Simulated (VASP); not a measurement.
Runs of VASP 6.6.1 on BiTe. The structure is that of space group I4/mmm (No. 139), or close to it. The cells are those of the table. 

```tsv
cell	gap on the mesh (eV)	pressure (GPa)
a = 4.610, b = 4.610, c = 4.712 Å, angles 59.3, 59.3, 61.5°, 2 atoms	none	-3.4
a = 4.577, b = 4.577, c = 4.438 Å, angles 61.0, 61.0, 58.0°, 2 atoms	none	(b)
a = 4.644, b = 4.644, c = 4.712 Å, angles 59.5, 59.5, 61.0°, 2 atoms	none	(a)
a = 4.575, b = 4.575, c = 4.644 Å, angles 59.5, 59.5, 61.0°, 2 atoms	none	-2.3
a = 4.577, b = 4.577, c = 4.712 Å, angles 59.0, 59.0, 62.0°, 2 atoms	none	-2.6
```

Alike in all rows: task single point; level PBEsol; potentials or basis VASP PAW PBE potentials, release 64 (Bi_d, Te); no spin polarisation; k mesh 14 × 14 × 14; cutoff (eV) 520; smearing gaussian 0.15 eV.

Task: Estimate the missing entries.

Result: (a) -4.0; (b) 0.2.

Caveats: the PAW data sets were made with another functional, which shifts forces and pressure a little; spin-orbit coupling is left out, which moves the levels of the heavy elements; the cell stands under tension (at least some runs).

A k mesh can miss the band edges, and the runs leave out spin-orbit coupling on Bi, Te.

A gap of «none» marks levels without a gap at the run's occupations.
